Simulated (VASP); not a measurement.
# Ag (P6_3/mmc) in VASP: a series of runs

Ag is run at these levels: PBE; tasks: single point.

Everything below comes from runs of VASP 6.6.1. Logs are shortened: lines on timing, memory, paths and dates and some standing lists are left out, and cuts for length are marked.

### Step 1. The cell of the first run

The structure is hexagonal, space group P6_3/mmc (No. 194). The conventional cell has a = 2.930 Å, b = 2.930 Å, c = 4.694 Å, α = 90.00°, β = 90.00°, γ = 120.00°. Ag (site symmetry -6m2) has 12 Ag at 2.89 to 2.93 Å within 3.8 Å.

This isn't the form of Ag at room conditions, which is fcc.

### Step 2. Single point, PBE (z stretched by -2 %, then relaxed in part)

The input, INCAR:

```
SYSTEM = Ag
  ALGO = Normal
  EDIFF = 1E-6
  ENCUT = 520
  GGA = PE
  ISIF = 2
  ISMEAR = -1
  LASPH = .True.
  LCHARG = .False.
  LREAL = .False.
  LWAVE = .False.
  NBANDS = 18
  NELM = 60
  PREC = Accurate
  SIGMA = 0.05
```

The input, KPOINTS:

```
k-points
0
Gamma
  18 18 10
  0 0 0
```

The input, POSCAR:

```
Ag
1.0
    2.9300000000      0.0000000000      0.0000000000
   -1.4650000000      2.5374544331      0.0000000000
    0.0000000000      0.0000000000      4.6942000000
Ag
2
Direct
    0.3333333333      0.6666666667      0.2500000000
    0.6666666667      0.3333333333      0.7500000000
```

Potentials or basis: VASP PAW PBE potentials, release 64 (Ag).

Run with:

```console
$ cat potpaw_PBE.64/Ag/POTCAR > POTCAR
$ mpirun -np 1 vasp_std > vasp.out
```

OUTCAR:

```text
SYSTEM = Ag
   EDIFF = 1E-6
   ENCUT = 520
   GGA = PE
   ISIF = 2
   ISMEAR = -1
   LASPH = .True.
   LREAL = .False.
   NELM = 60
   PREC = Accurate

 ion  position               nearest neighbor table
   1  0.333  0.667  0.250-   2 2.89   2 2.89   2 2.89   2 2.89   2 2.89   2 2.89
   2  0.667  0.333  0.750-   1 2.89   1 2.89   1 2.89   1 2.89   1 2.89   1 2.89

  LATTYP: Found a hexagonal cell.
 ALAT       =     2.9300000000
 C/A-ratio  =     1.6021160410

  Lattice vectors:

 A1 = (   2.9300000000,   0.0000000000,   0.0000000000)
 A2 = (  -1.4650000000,   2.5374544331,   0.0000000000)
 A3 = (   0.0000000000,   0.0000000000,   4.6942000000)

Analysis of symmetry for initial positions (statically):
=====================================================================
 Subroutine PRICEL returns:
 Original cell was already a primitive cell.

 Routine SETGRP: Setting up the symmetry group for a
 hexagonal supercell.

 Subroutine GETGRP returns: Found 24 space group operations
 (whereof 12 operations were pure point group operations)
 out of a pool of 24 trial point group operations.

The static configuration has the point symmetry D_3d.
 The point group associated with its full space group is D_6h.

Analysis of symmetry for dynamics (positions and initial velocities):
=====================================================================
 Subroutine PRICEL returns:
 Original cell was already a primitive cell.

 Routine SETGRP: Setting up the symmetry group for a
 hexagonal supercell.

 Subroutine GETGRP returns: Found 24 space group operations
 (whereof 12 operations were pure point group operations)
 out of a pool of 24 trial point group operations.

The dynamic configuration has the point symmetry D_3d.
 The point group associated with its full space group is D_6h.

 Subroutine INISYM returns: Found 24 space group operations
 (whereof 12 operations are pure point group operations),
 and found     1 'primitive' translations

----------------------------------------------------------------------------------------

                                     Primitive cell

  volume of cell :      34.9002

  direct lattice vectors                    reciprocal lattice vectors
     2.930000000  0.000000000  0.000000000     0.341296928  0.197047873  0.000000000
    -1.465000000  2.537454433  0.000000000     0.000000000  0.394095747  0.000000000
     0.000000000  0.000000000  4.694200000     0.000000000  0.000000000  0.213028844

  length of vectors
     2.930000000  2.930000000  4.694200000     0.394095747  0.394095747  0.213028844

  position of ions in fractional coordinates (direct lattice)
     0.333333333  0.666666667  0.250000000
     0.666666667  0.333333333  0.750000000

  ion indices of the primitive-cell ions
   primitive index   ion index
                 1           1
                 2           2

----------------------------------------------------------------------------------------

 KPOINTS: k-points

Automatic generation of k-mesh.
 Grid dimensions read from file:
 generate k-points for:   18   18   10

 Generating k-lattice:

  Cartesian coordinates                     Fractional coordinates (reciprocal lattice)
     0.018960940  0.010947104  0.000000000     0.055555556 -0.000000000  0.000000000
     0.000000000  0.021894208  0.000000000     0.000000000  0.055555556  0.000000000
     0.000000000  0.000000000  0.021302884     0.000000000  0.000000000  0.100000000

  Length of vectors
     0.021894208  0.021894208  0.021302884

  Shift w.r.t. Gamma in fractional coordinates (k-lattice)
     0.000000000  0.000000000  0.000000000

 Subroutine IBZKPT returns following result:
 ===========================================

 Found    222 irreducible k-points:

 Following reciprocal coordinates:
            Coordinates               Weight
  0.000000  0.000000  0.000000      1.000000
  0.055556  0.000000  0.000000      6.000000
  0.111111  0.000000  0.000000      6.000000
  0.166667 -0.000000  0.000000      6.000000
  0.222222 -0.000000  0.000000      6.000000
  0.277778  0.000000  0.000000      6.000000
[... 16 lines left out ...]
  0.333333  0.111111  0.000000     12.000000
  0.388889  0.111111  0.000000     12.000000
 [... further k-points ...]
   k-points           NKPTS =    222   k-points in BZ     NKDIM =    222   number of bands    NBANDS=     18
   number of dos      NEDOS =    301   number of ions     NIONS =      2
   total plane-waves  NPLWV =  20736
   dimension x,y,z NGX =    24 NGY =   24 NGZ =   36
   dimension x,y,z NGXF=    48 NGYF=   48 NGZF=   72
   ions per type =               2
   NGX,Y,Z   is equivalent  to a cutoff of  13.62, 13.62, 12.75 a.u.
   NGXF,Y,Z  is equivalent  to a cutoff of  27.23, 27.23, 25.50 a.u.
 SYSTEM =  Ag
   PREC   = accura    normal or accurate (medium, high low for compatibility)
   ISTART =      0    job   : 0-new  1-cont  2-samecut
   ICHARG =      2    charge: 1-file 2-atom 10-const
   ISPIN  =      1    spin polarized calculation?
   LNONCOLLINEAR =      F non collinear calculations
   LSORBIT =      F    spin-orbit coupling
   LASPH  =      T    aspherical Exc in radial PAW
   ENCUT  =  520.0 eV  38.22 Ry    6.18 a.u.   5.45  5.45  8.73*2*pi/ulx,y,z
   NELM   =     60;   NELMIN=  2; NELMDL= -5     # of ELM steps
   EDIFF  = 0.1E-05   stopping-criterion for ELM
   LREAL  =      F    real-space projection
   EDIFFG = 0.1E-04   stopping-criterion for IOM
   NSW    =      0    number of steps for IOM
   IBRION =     -1    ionic relax: 0-MD 1-quasi-New 2-CG
   NFREE  =      0    steps in history (QN), initial steepest desc. (CG)
   ISIF   =      2    stress and relaxation
   ISYM   =      2    0-nonsym 1-usesym 2-fastsym
   POTIM  = 0.5000    time-step for ionic-motion
   TEBEG  =    0.0;   TEEND  =   0.0 temperature during run
   PSTRESS=    0.0 pullay stress
   NELECT =      22.0000    total number of electrons
   NUPDOWN=      -1.0000    fix difference up-down
   EMIN   =  10.00;   EMAX   =-10.00  energy-range for DOS
   EFERMI =   0.00;   METHOD = LEGACY
   ISMEAR =    -1;   SIGMA  =   0.05  broadening in eV -4-tet -1-fermi 0-gaus
   EFERMI_NEDOS =   21; number of points for ismear=-14 and -15
   IALGO  =     38    algorithm
   IMIX   =      4    mixing-type and parameters
     AMIX     =   0.40;   BMIX     =  1.00
     AMIX_MAG =   1.60;   BMIX_MAG =  1.00
  volume/ion in A,a.u.               =      17.45       117.76
  Fermi-wavevector in a.u.,A,eV,Ry     =   1.403697  2.652602 26.808430  1.970364
  Thomas-Fermi vector in A             =   2.526333
   LORBIT       =      0    0 simple, 1 ext, 2 COOP (PROOUT), +10 PAW based schemes
   GGA     = PE    functional components
   LHFCALC =     F    Hartree Fock is set to
   AEXX    =    0.0000 exact exchange contribution
   IVDW    =     0    specifies the selected vdW correction
   LEPSILON=     F    determine dielectric tensor
   LRPA    =     F    only Hartree local field effects (RPA)
 non-spin polarized calculation
  energy-cutoff  :      520.00
  volume of cell :       34.90
 maximum number of plane-waves:       972
 NGX is ok and might be reduce to    24
   NGX = 11   NGY = 11   NGZ = 17

 number of electron      22.0000012 magnetization

 Free energy of the ion-electron system (eV)
  ---------------------------------------------------
  ext. energy  EPLUGINS =         0.00000000
  ---------------------------------------------------
  free energy    TOTEN  =        -5.41959726 eV

  energy without entropy =       -5.41439007  energy(sigma->0) =       -5.41699367

 E-fermi :   8.1073     XC(G=0): -12.0702

 val. band max:        8.0665722906   @ k =   0.2778   0.0000   0.3000
 cond. band min:       8.1445018636   @ k =   0.3889   0.0556   0.5000
 fundamental gap:      0.0779295730
 Fermi energy:         8.1072583936

 k-point     1 :       0.0000    0.0000    0.0000
  band No.  band energies     occupation
      1       0.5132      2.00000
      2       1.8705      2.00000
      3       3.4633      2.00000
      4       3.4800      2.00000
      5       3.4800      2.00000
      6       3.7252      2.00000
[... 10 lines left out ...]
     17      25.8242      0.00000
     18      25.9531      0.00000

 k-point     2 :       0.0556    0.0000    0.0000
  band No.  band energies     occupation
      1       0.5961      2.00000
      2       1.9171      2.00000
      3       3.3605      2.00000
      4       3.5229      2.00000
      5       3.5791      2.00000
      6       3.7098      2.00000
[... 10 lines left out ...]
     17      26.0199      0.00000
     18      26.3442      0.00000

 k-point     3 :       0.1111    0.0000    0.0000
  band No.  band energies     occupation
      1       0.8380      2.00000
      2       2.0438      2.00000
      3       3.2408      2.00000
      4       3.6420      2.00000
      5       3.6484      2.00000
      6       3.7314      2.00000
[... 10 lines left out ...]
     17      26.1650      0.00000
     18      26.7943      0.00000

 k-point     4 :       0.1667   -0.0000    0.0000
  band No.  band energies     occupation
      1       1.2128      2.00000
      2       2.2041      2.00000
      3       3.1388      2.00000
      4       3.5668      2.00000
      5       3.5961      2.00000
      6       3.7783      2.00000
[... 375 lines left out ...]
      4       3.3758      2.00000
      5       3.3948      2.00000
      6       3.7504      2.00000
[... 10 lines left out ...]
     17      21.5745      0.00000
     18      23.8069      0.00000

 k-point    23 :       0.3333    0.1111    0.0000
  band No.  band energies     occupation
      1       2.1927      2.00000
      2       2.4266      2.00000
      3       2.4300      2.00000
      4       3.3310      2.00000
      5       3.7167      2.00000
      6       3.7970      2.00000
[... 10 lines left out ...]
     17      20.1971      0.00000
     18      23.3600      0.00000

 k-point    24 :       0.3889    0.1111    0.0000
  band No.  band energies     occupation
      1       2.1174      2.00000
      2       2.3103      2.00000
      3       2.4196      2.00000
      4       3.3078      2.00000
      5       3.7317      2.00000
      6       3.9132      2.00000
[... 10 lines left out ...]
     17      19.0979      0.00000
     18      23.0913      0.00000

 [... further k-points ...]

------------------------ aborting loop because EDIFF is reached ----------------------------------------

  FORCE on cell =-STRESS in cart. coord.  units (eV):
  Direction    XX          YY          ZZ          XY          YZ          ZX
  --------------------------------------------------------------------------------------
  -------------------------------------------------------------------------------------
  Total        0.3699000      0.3699000      0.7804512      0.0000000     -0.0000000      0.0000000
  in kB       16.9811643     16.9811643     35.8285213      0.0000000     -0.0000000      0.0000000
  external PRESSURE =      23.2636167 kB  Pullay stress =       0.0000000 kB

 VOLUME and BASIS-vectors are now :
 -----------------------------------------------------------------------------
  energy-cutoff  :      520.00
  volume of cell :       34.90
      direct lattice vectors                 reciprocal lattice vectors
     2.930000000  0.000000000  0.000000000     0.341296928  0.197047873  0.000000000
    -1.465000000  2.537454433  0.000000000     0.000000000  0.394095747  0.000000000
     0.000000000  0.000000000  4.694200000     0.000000000  0.000000000  0.213028844

 POSITION                                       TOTAL-FORCE (eV/Angst)
 -----------------------------------------------------------------------------------
     -0.00000      1.69164      1.17355         0.000000     -0.000000      0.000000
      1.46500      0.84582      3.52065        -0.000000      0.000000      0.000000
 -----------------------------------------------------------------------------------
    total drift:                               -0.000000      0.000000     -0.000000

  FREE ENERGIE OF THE ION-ELECTRON SYSTEM (eV)
  ---------------------------------------------------
  free  energy   TOTEN  =        -5.4195972624 eV

  energy  without entropy=       -5.4143900693  energy(sigma->0) =       -5.41699367
```

Run time: 51 s. Hardware: 1 thread of AMD EPYC 9R45 (Zen 5), shared host; peak memory 0.21 GiB.

Results:

- Free energy: -5.4196 eV
- Pressure: 2.3 GPa
- Band gap on the k mesh: zero (bands 11 and 12 overlap by 7.34 eV)

Stress tensor (GPa, compression positive):
```
1.70 0.00 0.00
0.00 1.70 0.00
0.00 0.00 3.58
```

Caveat: the cell differs from its parent crystal (z stretched by -2 %, then relaxed in part).

### Step 3. Single point, PBE (z stretched by -1 %, then relaxed in part)

The input, INCAR:

```
SYSTEM = Ag
  PREC = Accurate
  ENCUT = 520
  EDIFF = 1E-6
  ISMEAR = -1
  SIGMA = 0.05
  LREAL = .FALSE.
  LASPH = .TRUE.
  NELM = 60
  ALGO = Normal
  ISIF = 2
  LWAVE = .FALSE.
  LCHARG = .FALSE.
  GGA = PE
  NBANDS = 18
```

The input, KPOINTS:

```
Automatic mesh
0
G
  18 18 10
  0 0 0
```

Changes to POSCAR since step 2:

```diff
@@ -4,3 +4,3 @@
    -1.4650000000      2.5374544331      0.0000000000
-    0.0000000000      0.0000000000      4.6942000000
+    0.0000000000      0.0000000000      4.7421000000
 Ag
```

Potentials or basis: VASP PAW PBE potentials, release 64 (Ag).

Run with:

```console
$ cat potpaw_PBE.64/Ag/POTCAR > POTCAR
$ mpirun -np 1 vasp_std > vasp.out
```

Wall time 50 s (1 thread of AMD EPYC 9R45 (Zen 5), shared host); peak memory 0.21 GiB.

Results (log left out):

```
Free energy            : -5.4258 eV
Pressure               : 1.3 GPa
Band gap on the k mesh : zero (bands 11 and 12 overlap by 7.35 eV)
```

Stress tensor (GPa, compression positive):
```
0.97 0.00 0.00
0.00 0.97 0.00
0.00 0.00 1.87
```

Levels at points of the mesh, in eV from the Fermi level:
```csv
k point,band 9,band 10,band 11,band 12,band 13,band 14
"(0.00, 0.00, 0.00)",-4.07,-3.08,-3.08,-0.23,3.54,15.50
"(0.50, 0.00, 0.00)",-2.89,-2.84,0.10,1.44,6.81,7.06
"(0.00, 0.00, 0.50)",-3.38,-3.38,-3.38,-3.38,11.10,11.10
"(0.50, 0.00, 0.50)",-2.89,-2.89,0.80,0.80,4.39,4.39
```

Caveat: the cell differs from its parent crystal (z stretched by -1 %, then relaxed in part).

### Step 4. Single point, PBE

This run uses another cell than the first one, of 17.81 Å³/atom.

The input, INCAR:

```
SYSTEM = Ag
PREC = Accurate ; ENCUT = 520
EDIFF = 1E-6 ; ISMEAR = -1
SIGMA = 0.05 ; LREAL = .False.
LASPH = .True. ; NELM = 60
ALGO = Normal ; ISIF = 2
LWAVE = .False. ; LCHARG = .False.
GGA = PE ; NBANDS = 18
```

The input, KPOINTS:

```
regular mesh
0
Gamma
  18 18 10
  0 0 0
```

Changes to POSCAR since step 3:

```diff
@@ -4,3 +4,3 @@
    -1.4650000000      2.5374544331      0.0000000000
-    0.0000000000      0.0000000000      4.7421000000
+    0.0000000000      0.0000000000      4.7900000000
 Ag
```

Run with:

```console
$ cat potpaw_PBE.64/Ag/POTCAR > POTCAR
$ mpirun -np 1 vasp_std > vasp.out
```

It took 53 s on 1 thread of AMD EPYC 9R45 (Zen 5), shared host; peak memory 0.21 GiB.

It converged, with:

```
Free energy            : -5.4284 eV
Pressure               : 0.3 GPa
Band gap on the k mesh : zero (bands 11 and 12 overlap by 7.36 eV)
```

Stress tensor (GPa, compression positive):
```
0.28 0.00 0.00
0.00 0.28 0.00
0.00 0.00 0.35
```

Levels at points of the mesh, in eV from the Fermi level:
```tsv
k point	band 7	band 8	band 9	band 10	band 11	band 12	band 13	band 14	band 15	band 16
(0.00, 0.00, 0.00)	-4.34	-4.01	-4.01	-3.07	-3.07	-0.28	3.36	15.54	17.40	17.69
(0.50, 0.00, 0.00)	-3.70	-2.95	-2.90	-2.82	0.13	1.46	6.70	6.97	9.02	10.13
(0.00, 0.00, 0.50)	-4.38	-4.38	-3.37	-3.37	-3.37	-3.37	10.81	10.81	15.89	15.89
(0.50, 0.00, 0.50)	-3.11	-3.11	-2.87	-2.87	0.82	0.82	4.36	4.36	13.29	13.29
```

### Step 5. Summary

```tsv
cell	gap on the mesh (eV)	pressure (GPa)
a = 2.930, b = 2.930, c = 4.694 Å, angles 90.0, 90.0, 120.0°, 2 atoms	none	2.3
a = 2.930, b = 2.930, c = 4.742 Å, angles 90.0, 90.0, 120.0°, 2 atoms	none	1.3
a = 2.930, b = 2.930, c = 4.790 Å, angles 90.0, 90.0, 120.0°, 2 atoms	none	0.3
```

Alike in all rows: task single point; level PBE; potentials or basis VASP PAW PBE potentials, release 64 (Ag); no spin polarisation; k mesh 18 × 18 × 10; cutoff (eV) 520; smearing fermi-dirac 0.05 eV.

Absolute energies hang on the potentials; compare differences alone.

The gap in the log of VASP goes by the Fermi energy; the results here count the filled bands.